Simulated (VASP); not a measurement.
**MgO: single point with r2SCAN**

MgO:

```
Mg O
1.0
     0.00000    2.14340    2.14340
     2.14340    0.00000    2.14340
     2.14340    2.14340    0.00000
Mg O
1 1
Direct
  0.00000 0.00000 0.00000
  0.50000 0.50000 0.50000
```

This cell differs from its parent crystal: volume scaled by 1.06.

```
Program                : VASP 6.6.1
Task                   : single point
Functional             : r2SCAN
Potentials or basis    : VASP PAW PBE potentials, release 64 (Mg, O)
Cutoff                 : 520 eV
k mesh                 : 10 × 10 × 10
Occupations            : gaussian, width 0.02 eV
Spin                   : no spin polarisation
Dipole correction      : no
Further INCAR settings : ALGO = Normal; EDIFF = 1e-06; NBANDS = 11
```

* Pressure: -9.7 GPa
* Band gap on the k mesh: 5.09 eV, direct

Levels at points of the mesh, in eV from the valence-band top:
| k point | band 2 | band 3 | band 4 | band 5 | band 6 | band 7 |
| --- | --- | --- | --- | --- | --- | --- |
| (0.00, 0.00, 0.00) | 0.00 | 0.00 | 0.00 | 5.09 | 16.52 | 16.52 |
| (0.50, 0.00, 0.00) | -4.38 | -0.62 | -0.62 | 8.45 | 13.18 | 16.87 |
| (0.50, 0.50, 0.00) | -3.89 | -1.30 | -1.30 | 9.95 | 10.48 | 13.71 |

Run time: 24 s on 1 thread of Intel(R) Xeon(R) Platinum 8488C (Sapphire Rapids), with other jobs on the host, peak memory 0.14 GiB.

Caveat: the PAW data sets were made with another functional, which shifts forces and pressure a little.
